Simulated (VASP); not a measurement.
A run of VASP 6.6.1 is set up as follows.

The input INCAR:

```
SYSTEM = TiB2
PREC = Accurate
ENCUT = 500
EDIFF = 1E-6
ISMEAR = -1
SIGMA = 0.15
LREAL = .FALSE.
LASPH = .TRUE.
NELM = 120
ALGO = Normal
ISIF = 2
LWAVE = .FALSE.
LCHARG = .FALSE.
GGA = PE
NBANDS = 16
GGA_COMPAT = .FALSE.
```

File KPOINTS:

```
Automatic mesh
0
G
  9 9 7
  0 0 0
```

Contents of POSCAR:

```
TiB2
1.0
    3.0292000000      0.0000000000      0.0000000000
   -1.5146000000      2.6233641531      0.0000000000
    0.0000000000      0.0000000000      3.2284000000
Ti B
1 2
Direct
    0.0000000000      0.0000000000      0.0000000000
    0.3333333333      0.6666666667      0.5000000000
    0.6666666667      0.3333333333      0.5000000000
```

Potentials or basis: VASP PAW PBE potentials, release 64 (Ti_sv, B).

Run with:

```sh
$ cat potpaw_PBE.64/Ti_sv/POTCAR potpaw_PBE.64/B/POTCAR > POTCAR
$ mpirun -np 1 vasp_std > vasp.out
```

Task: Estimate the band gap on the k mesh.

Result: Zero (band 9 reaches 10.42 eV, above the bottom of band 10 at 9.89 eV).

Task: Predict the pressure.

Result: 0.6 GPa.

Stress tensor (GPa, compression positive):
```
 1.05  0.00  0.00
 0.00  1.05  0.00
 0.00  0.00 -0.36
```
